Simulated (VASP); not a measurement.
# Al2Cu (I4/mcm) in VASP: a series of runs, part 2 of 2

VASP 6.6.1. Earlier steps stand in the parts before.

### Step 3. Single point, PBE

This run uses another cell than the first one: it holds 6 atoms, not 12.

The input, INCAR:

```
SYSTEM = Al2Cu
PREC     = Accurate       ! precision mode
ENCUT    = 520            ! plane-wave cutoff, eV
EDIFF    = 1E-7           ! SCF threshold, eV
ISMEAR   = 0              ! smearing method
SIGMA    = 0.1            ! smearing width, eV
LREAL    = .False.        ! projectors in reciprocal space
LASPH    = .True.         ! aspherical terms in the spheres
NELM     = 100            ! most SCF steps
ALGO     = Fast           ! electronic algorithm
ISIF     = 2              ! what is computed and relaxed
LWAVE    = .False.        ! write WAVECAR
LCHARG   = .False.        ! write CHGCAR
GGA      = PE             ! functional
NBANDS   = 26             ! bands
```

The input, KPOINTS:

```
Automatic mesh
0
Gamma
  10 10 10
  0 0 0
```

The input, POSCAR:

```
Al2Cu
1.0
   -2.6621521097      2.6621521097      2.1472749090
    2.6621521097     -2.6621521097      2.1472749090
    2.6621521097      2.6621521097     -2.1472749090
Al Cu
4 2
Direct
    0.8441922496      0.6558077504      0.5000000000
    0.6558077504      0.1558077504      0.8116155009
    0.3441922496      0.8441922496      0.1883844991
    0.1558077504      0.3441922496      0.5000000000
    0.2500000000      0.2500000000      0.0000000000
    0.7500000000      0.7500000000      0.0000000000
```

Potentials or basis: VASP PAW PBE potentials, release 64 (Al, Cu).

Launch:

```
cat potpaw_PBE.64/Al/POTCAR potpaw_PBE.64/Cu/POTCAR > POTCAR
mpirun -np 1 vasp_std > vasp.out
```

OUTCAR:

```text
SYSTEM = Al2Cu
   PREC = Accurate
   ENCUT = 520
   EDIFF = 1E-7
   ISMEAR = 0
   LREAL = .False.
   LASPH = .True.
   NELM = 100
   ISIF = 2
   GGA = PE

 ion  position               nearest neighbor table
   1  0.844  0.656  0.500-   5 2.28   6 2.28   6 2.28   5 2.28   4 2.35   4 2.57   4 2.57   2 2.71
                             3 2.71   2 2.71   3 2.71   2 2.84   3 2.84   3 2.84   2 2.84
   2  0.656  0.156  0.812-   5 2.28   6 2.28   5 2.28   6 2.28   3 2.35   3 2.57   3 2.57   1 2.71
                             4 2.71   4 2.71   1 2.71   1 2.84   4 2.84   1 2.84   4 2.84
   3  0.344  0.844  0.188-   5 2.28   6 2.28   5 2.28   6 2.28   2 2.35   2 2.57   2 2.57   1 2.71
                             4 2.71   4 2.71   1 2.71   1 2.84   4 2.84   4 2.84   1 2.84
   4  0.156  0.344  0.500-   6 2.28   5 2.28   5 2.28   6 2.28   1 2.35   1 2.57   1 2.57   2 2.71
                             3 2.71   2 2.71   3 2.71   2 2.84   3 2.84   2 2.84   3 2.84
   5  0.250  0.250  0.000-   6 2.15   6 2.15   2 2.28   3 2.28   2 2.28   3 2.28   4 2.28   1 2.28
                             4 2.28   1 2.28
   6  0.750  0.750  0.000-   5 2.15   5 2.15   2 2.28   3 2.28   2 2.28   3 2.28   1 2.28   1 2.28
                             4 2.28   4 2.28

  LATTYP: Found a body centered tetragonal cell.
 ALAT       =     5.3243042194
 C/A-ratio  =     0.8065936207
[... 200 lines left out ...]
  band No.  band energies     occupation
      1      -0.7976      2.00000
      2       5.5380      2.00000
      3       5.5579      2.00000
      4       5.5579      2.00000
      5       5.5688      2.00000
      6       6.9897      2.00000
[... 685 lines left out ...]
     25      21.9591      0.00000
     26      22.1511      0.00000

 [... further k-points ...]

------------------------ aborting loop because EDIFF is reached ----------------------------------------

  FORCE on cell =-STRESS in cart. coord.  units (eV):
  Direction    XX          YY          ZZ          XY          YZ          ZX
  --------------------------------------------------------------------------------------
  -------------------------------------------------------------------------------------
  Total       34.1676317     34.1676317     34.2079116      0.0000000      0.0000000      0.0000000
  in kB      899.3155159    899.3155159    900.3757085      0.0000000      0.0000000      0.0000000
  external PRESSURE =     899.6689135 kB  Pullay stress =       0.0000000 kB

 VOLUME and BASIS-vectors are now :
 -----------------------------------------------------------------------------
  energy-cutoff  :      520.00
  volume of cell :       60.87
      direct lattice vectors                 reciprocal lattice vectors
    -2.662152110  2.662152110  2.147274909     0.000000000  0.187817968  0.232853277
     2.662152110 -2.662152110  2.147274909     0.187817968  0.000000000  0.232853277
     2.662152110  2.662152110 -2.147274909     0.187817968  0.187817968  0.000000000

 POSITION                                       TOTAL-FORCE (eV/Angst)
 -----------------------------------------------------------------------------------
      0.82957      1.83258      2.14727         0.003880     -0.003880      0.000000
      0.82957      3.49172     -0.00000         0.003880      0.003880      0.000000
      1.83258     -0.82957      2.14727        -0.003880     -0.003880     -0.000000
      1.83258      0.82957      0.00000        -0.003880      0.003880      0.000000
      0.00000      0.00000      1.07364        -0.000000     -0.000000      0.000000
      0.00000      0.00000      3.22091        -0.000000      0.000000      0.000000
 -----------------------------------------------------------------------------------
    total drift:                               -0.000000     -0.000000     -0.000000

  FREE ENERGIE OF THE ION-ELECTRON SYSTEM (eV)
  ---------------------------------------------------
  free  energy   TOTEN  =       -17.6748587082 eV

  energy  without entropy=      -17.6678915649  energy(sigma->0) =      -17.67137514
```

OSZICAR:

```text
N       E                     dE             d eps       ncg     rms          rms(c)
DAV:   1     0.213336609336E+03    0.21334E+03   -0.14188E+04  5344   0.167E+03
[... 16 lines left out ...]
RMM:  18    -0.176748588298E+02   -0.99887E-06   -0.81410E-06  7312   0.209E-02    0.307E-02
RMM:  19    -0.176748593560E+02   -0.52622E-06   -0.11682E-06  6149   0.858E-03    0.342E-02
RMM:  20    -0.176748589395E+02    0.41649E-06   -0.51797E-06  7002   0.310E-02    0.119E-02
RMM:  21    -0.176748587161E+02    0.22336E-06   -0.25694E-07  4808   0.384E-03    0.867E-03
RMM:  22    -0.176748585543E+02    0.16180E-06   -0.18397E-07  4083   0.551E-03    0.930E-03
RMM:  23    -0.176748587297E+02   -0.17537E-06   -0.40437E-07  5144   0.783E-03    0.212E-03
RMM:  24    -0.176748587082E+02    0.21524E-07   -0.44549E-08  3374   0.185E-03
   1 F= -.17674859E+02 E0= -.17671375E+02  d E =-.696714E-02
```

It took 5.5 min on 1 thread of Intel Xeon 8259CL, shared host; peak memory 0.27 GiB.

What came out:

* Free energy: -17.6749 eV
* Pressure: 90.0 GPa
* Largest force: 0.005 eV/Å
* Band gap on the k mesh: zero (bands 17 and 18 overlap by 5.45 eV)

Forces on the atoms (eV/Å):
```
Al   0.004 -0.004  0.000
Al   0.004  0.004  0.000
Al  -0.004 -0.004  0.000
Al  -0.004  0.004  0.000
Cu   0.000  0.000  0.000
Cu   0.000  0.000  0.000
```

Levels at points of the mesh, in eV from the Fermi level:
| k point | band 14 | band 15 | band 16 | band 17 | band 18 | band 19 | band 20 | band 21 |
| --- | --- | --- | --- | --- | --- | --- | --- | --- |
| (0.00, 0.00, 0.00) | -2.68 | -2.03 | -1.96 | -1.96 | -1.38 | -0.66 | 1.33 | 2.35 |
| (0.50, 0.00, 0.00) | -4.19 | -3.33 | -3.33 | 0.30 | 0.30 | 4.72 | 4.72 | 5.23 |
| (0.50, 0.50, 0.00) | -3.71 | -2.18 | -2.12 | -0.59 | -0.35 | 1.10 | 1.87 | 4.85 |
| (0.50, 0.50, 0.50) | -4.40 | -4.40 | -2.24 | 3.00 | 3.00 | 3.14 | 4.31 | 5.76 |

Caveat: the cell stands under pressure.

### Step 4. Single point, PBE

This run uses another cell than the first one: it holds 6 atoms, not 12.

The input, INCAR:

```
SYSTEM = Al2Cu
  PREC = Accurate
  ENCUT = 520
  EDIFF = 1E-6
  ISMEAR = 0
  SIGMA = 0.1
  LREAL = .FALSE.
  LASPH = .TRUE.
  NELM = 100
  ALGO = Fast
  ISIF = 2
  LWAVE = .FALSE.
  LCHARG = .TRUE.
  GGA = PE
  LELF = .TRUE.
  LVHAR = .TRUE.
  NBANDS = 26
```

The input, KPOINTS:

```
Automatic mesh
0
G
  10 10 10
  0 0 0
```

The input, POSCAR:

```
Al2Cu
1.0
   -2.7659237252      2.7659237252      2.2257327879
    2.7659237252     -2.7659237252      2.2257327879
    2.7659237252      2.7659237252     -2.2257327879
Al Cu
4 2
Direct
    0.8434994924      0.6565005076      0.5000000000
    0.6565005076      0.1565005076      0.8130010152
    0.3434994924      0.8434994924      0.1869989848
    0.1565005076      0.3434994924      0.5000000000
    0.2500000000      0.2500000000      0.0000000000
    0.7500000000      0.7500000000      0.0000000000
```

Potentials or basis: VASP PAW PBE potentials, release 64 (Al, Cu).

Launch:

```
cat potpaw_PBE.64/Al/POTCAR potpaw_PBE.64/Cu/POTCAR > POTCAR
mpirun -np 1 vasp_std > vasp.out
```

OUTCAR:

```text
SYSTEM = Al2Cu
   PREC = Accurate
   ENCUT = 520
   EDIFF = 1E-6
   ISMEAR = 0
   LREAL = .FALSE.
   LASPH = .TRUE.
   NELM = 100
   ISIF = 2
   GGA = PE

 ion  position               nearest neighbor table
   1  0.843  0.657  0.500-   5 2.37   6 2.37   6 2.37   5 2.37   4 2.45   4 2.66   4 2.66   2 2.82
                             3 2.82   2 2.82   3 2.82   3 2.95   2 2.95   3 2.95   2 2.95
   2  0.657  0.157  0.813-   5 2.37   6 2.37   5 2.37   6 2.37   3 2.45   3 2.66   3 2.66   4 2.82
                             1 2.82   1 2.82   4 2.82   1 2.95   4 2.95   1 2.95   4 2.95
   3  0.343  0.843  0.187-   5 2.37   6 2.37   5 2.37   6 2.37   2 2.45   2 2.66   2 2.66   4 2.82
                             1 2.82   1 2.82   4 2.82   1 2.95   4 2.95   1 2.95   4 2.95
   4  0.157  0.343  0.500-   6 2.37   5 2.37   5 2.37   6 2.37   1 2.45   1 2.66   1 2.66   2 2.82
                             3 2.82   2 2.82   3 2.82   3 2.95   2 2.95   2 2.95   3 2.95
   5  0.250  0.250  0.000-   6 2.23   6 2.23   3 2.37   4 2.37   1 2.37   4 2.37   1 2.37   2 2.37
                             2 2.37   3 2.37
   6  0.750  0.750  0.000-   5 2.23   5 2.23   2 2.37   3 2.37   4 2.37   1 2.37   4 2.37   1 2.37
                             3 2.37   2 2.37

  LATTYP: Found a body centered tetragonal cell.
 ALAT       =     5.5318474504
 C/A-ratio  =     0.8046978185

  Lattice vectors:

 A1 = (  -2.7659237252,   2.7659237252,   2.2257327879)
 A2 = (   2.7659237252,  -2.7659237252,   2.2257327879)
 A3 = (   2.7659237252,   2.7659237252,  -2.2257327879)

Analysis of symmetry for initial positions (statically):
=====================================================================
 Subroutine PRICEL returns:
 Original cell was already a primitive cell.

 Routine SETGRP: Setting up the symmetry group for a
 body centered tetragonal supercell.

 Subroutine GETGRP returns: Found 16 space group operations
 (whereof  8 operations were pure point group operations)
 out of a pool of 16 trial point group operations.

The static configuration has the point symmetry C_4h.
 The point group associated with its full space group is D_4h.

Analysis of symmetry for dynamics (positions and initial velocities):
[... 148 lines left out ...]
   IVDW    =     0    specifies the selected vdW correction
   LEPSILON=     F    determine dielectric tensor
   LRPA    =     F    only Hartree local field effects (RPA)
 non-spin polarized calculation
 RMM-DIIS sequential band-by-band and
 Gauss-broadening in eV      SIGMA  =   0.10
  energy-cutoff  :      520.00
  volume of cell :       68.11
 maximum number of plane-waves:      1857
 NGX is ok and might be reduce to    36

 number of electron      34.0000005 magnetization

 Free energy of the ion-electron system (eV)
  ---------------------------------------------------
  ext. energy  EPLUGINS =         0.00000000
  ---------------------------------------------------
  free energy    TOTEN  =       -20.76573948 eV

  energy without entropy =      -20.75837016  energy(sigma->0) =      -20.76205482

 E-fermi :  11.4036     XC(G=0): -12.0580

 val. band max:       11.3888920219   @ k =  -0.2000   0.4000   0.2000
 cond. band min:      11.4096324533   @ k =  -0.2000   0.2000   0.2000
 fundamental gap:      0.0207404314
 Fermi energy:        11.4035729132

 k-point     1 :       0.0000    0.0000    0.0000
  band No.  band energies     occupation
      1      -1.4838      2.00000
      2       4.6350      2.00000
      3       4.6941      2.00000
      4       4.7066      2.00000
      5       4.7066      2.00000
      6       5.9499      2.00000
[... 685 lines left out ...]
     25      19.7027      0.00000
     26      19.8133      0.00000

 [... further k-points ...]

------------------------ aborting loop because EDIFF is reached ----------------------------------------

  FORCE on cell =-STRESS in cart. coord.  units (eV):
  Direction    XX          YY          ZZ          XY          YZ          ZX
  --------------------------------------------------------------------------------------
  -------------------------------------------------------------------------------------
  Total       21.2925130     21.2925130     21.3188903      0.0000000     -0.0000000      0.0000000
  in kB      500.8689266    500.8689266    501.4894061      0.0000000     -0.0000000      0.0000000
  external PRESSURE =     501.0757531 kB  Pullay stress =       0.0000000 kB

 VOLUME and BASIS-vectors are now :
 -----------------------------------------------------------------------------
  energy-cutoff  :      520.00
  volume of cell :       68.11
      direct lattice vectors                 reciprocal lattice vectors
    -2.765923725  2.765923725  2.225732788     0.000000000  0.180771435  0.224645116
     2.765923725 -2.765923725  2.225732788     0.180771435  0.000000000  0.224645116
     2.765923725  2.765923725 -2.225732788     0.180771435  0.180771435  0.000000000

 POSITION                                       TOTAL-FORCE (eV/Angst)
 -----------------------------------------------------------------------------------
      0.86574      1.90019      2.22573         0.006603     -0.006603     -0.000000
      0.86574      3.63166      0.00000         0.006603      0.006603      0.000000
      1.90019     -0.86574      2.22573        -0.006603     -0.006603     -0.000000
      1.90019      0.86574      0.00000        -0.006603      0.006603     -0.000000
      0.00000      0.00000      1.11287         0.000000      0.000000     -0.000000
      0.00000      0.00000      3.33860         0.000000      0.000000     -0.000000
 -----------------------------------------------------------------------------------
    total drift:                                0.000000     -0.000000      0.000000

  FREE ENERGIE OF THE ION-ELECTRON SYSTEM (eV)
  ---------------------------------------------------
  free  energy   TOTEN  =       -20.7657394753 eV

  energy  without entropy=      -20.7583701610  energy(sigma->0) =      -20.76205482
```

OSZICAR:

```text
N       E                     dE             d eps       ncg     rms          rms(c)
DAV:   1     0.204972105846E+03    0.20497E+03   -0.14060E+04  5344   0.161E+03
DAV:   2    -0.114678512068E+02   -0.21644E+03   -0.20350E+03  5334   0.312E+02
DAV:   3    -0.262696911282E+02   -0.14802E+02   -0.13934E+02  6758   0.993E+01
DAV:   4    -0.266972654466E+02   -0.42757E+00   -0.42569E+00  8108   0.160E+01
DAV:   5    -0.267015622801E+02   -0.42968E-02   -0.42964E-02  8172   0.165E+00    0.231E+01
RMM:   6    -0.300115059100E+02   -0.33099E+01   -0.99379E+01  6463   0.136E+02    0.180E+01
RMM:   7    -0.208709819973E+02    0.91405E+01   -0.28623E+01  5832   0.752E+01    0.228E+00
RMM:   8    -0.208014891958E+02    0.69493E-01   -0.15291E+00  6143   0.178E+01    0.140E+00
RMM:   9    -0.207672441240E+02    0.34245E-01   -0.23626E-01  6592   0.256E+00    0.441E-01
RMM:  10    -0.207664562167E+02    0.78791E-03   -0.38392E-02  6755   0.258E+00    0.255E-01
RMM:  11    -0.207664462430E+02    0.99736E-05   -0.12354E-02  7470   0.914E-01    0.230E-01
RMM:  12    -0.207656365745E+02    0.80967E-03   -0.50209E-03  6490   0.866E-01    0.964E-02
RMM:  13    -0.207657375386E+02   -0.10096E-03   -0.19448E-03  7826   0.351E-01    0.350E-02
RMM:  14    -0.207657817354E+02   -0.44197E-04   -0.25094E-04  7018   0.155E-01    0.581E-02
RMM:  15    -0.207657378280E+02    0.43907E-04   -0.26591E-04  6667   0.205E-01    0.182E-02
RMM:  16    -0.207657374886E+02    0.33946E-06   -0.65516E-05  7200   0.767E-02    0.120E-02
RMM:  17    -0.207657394504E+02   -0.19618E-05   -0.18513E-05  6596   0.248E-02    0.210E-02
RMM:  18    -0.207657394753E+02   -0.24941E-07   -0.26264E-06  4570   0.148E-02
   1 F= -.20765739E+02 E0= -.20762055E+02  d E =-.736931E-02
```

Run time: 8.1 min. Hardware: 1 thread of Intel Xeon 8259CL, shared host; peak memory 0.31 GiB.

What came out:

| Item | Value |
| --- | --- |
| Free energy | -20.7657 eV |
| Pressure | 50.1 GPa |
| Largest force | 0.009 eV/Å |
| Band gap on the k mesh | zero (bands 17 and 18 overlap by 5.22 eV) |

Forces on the atoms (eV/Å):
```
Al   0.007 -0.007  0.000
Al   0.007  0.007  0.000
Al  -0.007 -0.007  0.000
Al  -0.007  0.007  0.000
Cu   0.000  0.000  0.000
Cu   0.000  0.000  0.000
```

Caveat: the cell stands under pressure.

### Step 5. Overview

| task | cell | k mesh | cutoff (eV) | gap on the mesh (eV) | pressure (GPa) | largest force (eV/Å) |
| --- | --- | --- | --- | --- | --- | --- |
| relaxation of cell and atoms | relaxed from a = 4.883, b = 6.052, c = 6.052 Å, 12 atoms, atomic positions A | 8 × 6 × 6 | 600 | none | 0.0 | 0.01 |
| single point | a = 4.334 Å, angles 104.2, 104.2, 120.6°, 6 atoms, atomic positions B | 10 × 10 × 10 | 520 | none | 90.0 | 0.01 |
| single point | a = 4.501 Å, angles 104.2, 104.2, 120.7°, 6 atoms, atomic positions B | 10 × 10 × 10 | 520 | none | 50.1 | 0.01 |

Alike in all rows: level PBE; potentials or basis VASP PAW PBE potentials, release 64 (Al, Cu); no spin polarisation; smearing gaussian 0.1 eV.

Caveats: the cell stands under pressure (at least some runs).

Total energies depend on the potentials used, so only differences within one code and one set of settings carry meaning.
